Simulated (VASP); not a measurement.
Runs of VASP 6.6.1 on Er2O. The structure is that of space group Fm-3m (No. 225), or close to it. The cells are those of the table. The cell was built from a structure type or drawn by symmetry, and may not be a known phase.

```tsv
task	cell	k mesh	gap on the mesh (eV)	pressure (GPa)	relaxed volume (Å³/atom)
single point	a = 4.253 Å, angles 60.0°, 3 atoms	6 × 6 × 6	none	0.1	-
single point	a = 4.250 Å, angles 60.0°, 3 atoms	14 × 14 × 14	none	(b)	-
single point	a = 4.458 Å, angles 60.0°, 3 atoms	6 × 6 × 6	none	(a)	-
relaxation of cell and atoms	relaxed from a = 4.253 Å, angles 60.0°, 3 atoms	14 × 14 × 14	none	0.0	18.18
relaxation of cell and atoms	relaxed from a = 4.458 Å, angles 60.0°, 3 atoms	6 × 6 × 6	none	0.0	18.16
```

Alike in all rows: level PBE; potentials or basis VASP PAW PBE potentials, release 64 (Er_3, O), 4f in core; no spin polarisation; cutoff (eV) 600; smearing gaussian 0.1 eV.

Question: Fill in the values left out.

Answer: (a) -7.6; (b) 0.3.

Caveats: spin-orbit coupling is left out, which moves the levels of the heavy elements; the 4f electrons are frozen in the core, so they carry no moment and show no levels; the run has no spin polarisation, though such a crystal can be magnetic; the cell stands under tension (at least some runs).

A k mesh can miss the band edges, and the runs leave out spin-orbit coupling on Er.

A gap of «none» marks levels without a gap at the run's occupations.
